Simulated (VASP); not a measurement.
# SnSe2: single point with PBE

SnSe2:

```
Sn Se
1.0
     3.87282    0.00000    0.00000
    -1.93641    3.35396    0.00000
     0.00000    0.00000    7.40325
Sn Se
1 2
Direct
  0.00000 0.00000 0.00000
  0.33333 0.66667 0.21540
  0.66667 0.33333 0.78460
```

```yaml
Program: VASP 6.6.1
Task: single point
Functional: PBE
Potentials_or_basis: VASP PAW PBE potentials, release 64 (Sn_d, Se)
Cutoff: 520 eV
k_mesh: 12 × 12 × 4
Occupations: gaussian, width 0.02 eV
Spin: no spin polarisation
```

```json
{
 "Pressure": "0.0 GPa",
 "Largest force": "0.011 eV/Å",
 "Band gap on the k mesh": "0.73 eV (least direct gap 1.06 eV)"
}
```

Forces in eV/Å, atoms in the order of the input:
```
Sn   0.000  0.000  0.000
Se   0.000  0.000  0.011
Se   0.000  0.000 -0.011
```

Levels at points of the mesh, in eV from the valence-band top:
| k point | band 10 | band 11 | band 12 | band 13 | band 14 | band 15 | band 16 | band 17 |
| --- | --- | --- | --- | --- | --- | --- | --- | --- |
| (0.00, 0.00, 0.00) | -0.46 | -0.46 | -0.09 | -0.09 | 1.19 | 3.08 | 4.58 | 4.58 |
| (0.50, 0.00, 0.00) | -2.29 | -2.16 | -0.71 | -0.29 | 0.87 | 3.95 | 5.64 | 5.73 |
| (0.00, 0.00, 0.50) | -0.47 | -0.47 | -0.08 | -0.08 | 1.84 | 3.01 | 4.54 | 4.54 |
| (0.50, 0.00, 0.50) | -2.14 | -2.10 | -0.62 | -0.34 | 0.73 | 4.19 | 5.03 | 5.71 |

Wall time 49 s on 1 thread of Intel(R) Xeon(R) 6975P-C (Granite Rapids), with other jobs on the host, peak memory 0.29 GiB.

Caveat: spin-orbit coupling is left out, which moves the levels of the heavy elements; this functional lacks dispersion, which binds the layers, so the pressure and a relaxed spacing across them are unreliable. A k mesh can miss the band edges.
